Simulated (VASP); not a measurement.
Set up this calculation in VASP 6.6.1, as the native input.

```
Task                   : single point
Functional             : PBE
Potentials or basis    : VASP PAW PBE potentials, release 64 (Ba_sv, Ta_pv, H)
Cutoff                 : 520 eV
k mesh                 : 12 × 12 × 6
Occupations            : gaussian, width 0.1 eV
Spin                   : no spin polarisation
Dipole correction      : no
Further INCAR settings : ALGO = Normal; EDIFF = 1e-07; NBANDS = 22
```

The structure of BaTaH4 lies in POSCAR:

```
BaTaH4
1.0
    3.0030425596      0.0000000000      0.0000000000
    0.0000000000      3.2750845227      0.0000000000
    0.0000000000      0.0000000000      6.8163411515
Ba Ta H
1 1 4
Direct
    0.0000000000      0.0000000000      0.9689644997
    0.0000000000      0.5000000000      0.4510761251
    0.5000000000      0.0000000000      0.3757198224
    0.5000000000      0.5000000000      0.8468450691
    0.5000000000      0.5000000000      0.2442090483
    0.5000000000      0.0000000000      0.6131854354
```

The input as run:

INCAR

```
ALGO = Normal ; EDIFF = 1E-7
ENCUT = 520 ; GGA = PE
ISIF = 2 ; ISMEAR = 0
LASPH = T ; LCHARG = F
LREAL = F ; LWAVE = F
NBANDS = 22 ; NELM = 100
PREC = Accurate ; SIGMA = 0.1
```

KPOINTS

```
k-points
0
Gamma
  12 12 6
```

Potentials or basis: VASP PAW PBE potentials, release 64 (Ba_sv, Ta_pv, H).

Run with:

```console
$ cat potpaw_PBE.64/Ba_sv/POTCAR potpaw_PBE.64/Ta_pv/POTCAR potpaw_PBE.64/H/POTCAR > POTCAR
$ mpirun -np 1 vasp_std > vasp.out
```

It gave:

The pressure is 1.7 GPa, the largest force is 0.114 eV/Å and the band gap on the k mesh is zero (an odd number of electrons rules out a gap without spin polarisation).

Caveat: spin-orbit coupling is left out, which moves the levels of the heavy elements.

Wall time 4.6 min on 1 thread of Intel Xeon 8259CL (shared host), peak memory 0.42 GiB.
